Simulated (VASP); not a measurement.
LuAl3N4:

```
Lu Al N
1.0
     3.21011    0.02132    0.01936
    -1.58659    2.81142    0.02796
     0.06345    0.14244   10.50411
Lu Al N
1 3 4
Direct
  0.98519 0.92508 0.89683
  0.29437 0.72547 0.65199
  0.30449 0.64594 0.17918
  0.75758 0.33674 0.43609
  0.33529 0.64744 0.47279
  0.45777 0.68590 0.99041
  0.55168 0.36961 0.24724
  0.64697 0.33049 0.71196
```

- Program: VASP 6.6.1
- Task: relaxation of cell and atoms
- Functional: PBE
- Potentials or basis: VASP PAW PBE potentials, release 64 (Lu, Al, N)
- Cutoff: 600 eV
- k mesh: 6 × 6 × 2
- Occupations: gaussian, width 0.1 eV
- Spin: no spin polarisation

At the start: pressure 11.3 GPa; volume 11.89 Å³/atom.

**Question.** How do energy, volume and symmetry change on relaxing?

**Answer.** Over 32 steps the energy falls by 586.1 meV/atom and the volume is 11.67 Å³/atom (-1.8 %); space group P3m1 (No. 156, to 0.05 Å).

Step by step:
```csv
step,energy change (eV),largest force (eV/Å),pressure (GPa),volume (Å³)
1,0.0000,10.7281,11.35,95.13
2,-0.7856,6.6271,-8.84,106.79
3,-3.1218,3.2630,-10.45,99.87
4,-3.1505,3.1462,-10.18,99.59
5,-3.1707,2.9496,-9.24,98.99
6,-3.9743,3.2326,5.94,91.38
7,-4.0582,2.0349,1.51,93.05
8,-4.3877,1.1980,2.64,92.00
9,-4.3882,1.1657,2.62,92.04
10,-4.5246,0.5883,-1.12,93.82
11,-4.5276,0.7647,-1.62,94.13
12,-4.5895,0.5074,0.17,93.55
13,-4.5903,0.5706,0.40,93.48
14,-4.6382,0.4597,0.28,93.44
15,-4.6438,0.4148,0.25,93.42
16,-4.6656,0.3320,-0.42,93.63
17,-4.6662,0.4486,-0.48,93.67
18,-4.6774,0.2450,0.13,93.36
19,-4.6779,0.1932,0.10,93.41
20,-4.6821,0.1011,-0.03,93.40
21,-4.6821,0.0999,-0.02,93.40
22,-4.6836,0.0802,-0.02,93.38
23,-4.6837,0.1200,-0.04,93.37
24,-4.6849,0.0893,-0.01,93.34
25,-4.6857,0.1393,0.16,93.28
26,-4.6867,0.0932,0.21,93.31
27,-4.6879,0.1082,-0.11,93.40
28,-4.6888,0.0679,-0.02,93.37
29,-4.6888,0.0682,-0.01,93.36
30,-4.6891,0.0288,0.03,93.36
31,-4.6891,0.0342,0.04,93.35
32,-4.6892,0.0201,0.04,93.38
```

Final structure:
```yaml
crystal:
  lattice:
    - [3.20392, -0.00020, -0.00083]
    - [-1.60096, 2.77414, -0.00001]
    - [0.00261, 0.00283, 10.50601]
  atoms:
    - { symbol: Lu, position: [0.99948, 0.99895, 0.90218] }
    - { symbol: Al, position: [0.33212, 0.66734, 0.65427] }
    - { symbol: Al, position: [0.33533, 0.66678, 0.17822] }
    - { symbol: Al, position: [0.66629, 0.33333, 0.41658] }
    - { symbol: N, position: [0.33258, 0.66667, 0.47600] }
    - { symbol: N, position: [0.33315, 0.66577, 0.00043] }
    - { symbol: N, position: [0.66879, 0.33359, 0.23792] }
    - { symbol: N, position: [0.66559, 0.33423, 0.72090] }
```
